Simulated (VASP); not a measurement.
Set up this calculation in VASP 6.6.1, as the native input.

* Task: single point
* Functional: PBEsol
* Potentials or basis: VASP PAW PBE potentials, release 64 (P)
* Cutoff: 520 eV
* k mesh: 8 × 1 × 6
* Occupations: gaussian, width 0.05 eV
* Spin: no spin polarisation
* Dipole correction: no
* Further INCAR settings: ALGO = Normal; EDIFF = 1e-07; NBANDS = 18

The structure of P lies in POSCAR:

```
P
1.0
    3.4479141060      0.0000000000      0.0000000000
    0.0000000000     36.5998825395      0.0000000000
    0.0000000000      0.0000000000      4.5162825922
P
4
Direct
    0.0000000000      0.9702614300      0.5921507200
    0.0000000000      0.0297385700      0.4078492800
    0.5000000000      0.0297385700      0.0921507200
    0.5000000000      0.9702614300      0.9078492800
```

This cell differs from its parent crystal: strain +0.050 along x and y, -0.025 along z.

These files were run (other wordings do the same):

INCAR

```
SYSTEM = P
  ALGO = Normal
  EDIFF = 1E-7
  ENCUT = 520
  GGA = PS
  ISIF = 2
  ISMEAR = 0
  LASPH = .True.
  LCHARG = .False.
  LREAL = .False.
  LWAVE = .False.
  NBANDS = 18
  NELM = 80
  PREC = Accurate
  SIGMA = 0.05
```

KPOINTS

```
k-points
0
Gamma
  8 1 6
  0 0 0
```

Potentials or basis: VASP PAW PBE potentials, release 64 (P).

Run with:

```bash
$ cat potpaw_PBE.64/P/POTCAR > POTCAR
$ mpirun -np 1 vasp_std > vasp.out
```

It gave:

```json
{
 "Largest force": "0.828 eV/Å",
 "Band gap on the k mesh": "0.56 eV, direct"
}
```

Caveat: the cell differs from its parent crystal (strain +0.050 along x and y, -0.025 along z); the PAW data sets were made with another functional, which shifts forces and pressure a little.

Wall time 6.7 min on 1 thread of Intel Xeon 6975P-C, with other jobs on the host, peak memory 0.64 GiB.
